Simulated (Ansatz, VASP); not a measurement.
# One calculation of BiAu2, two programs

```xyz
6
Lattice="0.0000 4.0425 4.0425 4.0425 0.0000 4.0425 4.0425 4.0425 0.0000" Properties=species:S:1:pos:R:3 pbc="T T T"
Bi    0.0000    0.0000    0.0000
Bi    2.0212    2.0212    2.0212
Au    5.0531    5.0531    5.0531
Au    5.0531    3.0319    3.0319
Au    3.0319    3.0319    5.0531
Au    3.0319    5.0531    3.0319
```

Alike in both runs: task relaxation of cell and atoms; functional LDA; k mesh 8 × 8 × 8; occupations gaussian, width 0.1 eV; no spin polarisation.

|  | VASP | Ansatz |
| --- | --- | --- |
| version | VASP 6.6.1 | Ansatz 0.2.0 |
| potentials or method | VASP PAW LDA potentials, release 64 (Bi_d, Au), cutoff 600 eV | scalar-relativistic, plane waves, PAW |
| valence electrons in the cell | 74 | 106 |

```csv
,VASP,Ansatz,Ansatz less VASP
"gap on the k mesh at the Fermi level, each at its own relaxed structure (eV)",none,none,-
relaxed volume (Å³/atom),20.44,20.37,-0.063
relaxed cell length with the largest relative difference (Å),5.576,5.571,-0.0057
```

LDA's correlation is that of Perdew and Zunger in VASP and of Perdew and Wang (1992) in Ansatz. A gap of «none» marks a metal or a gap that the smearing closes. VASP's potentials hold 74 valence electrons a cell and Ansatz's 106, so a difference there can come from the potentials and not from the codes.

Spin-orbit coupling is off throughout.
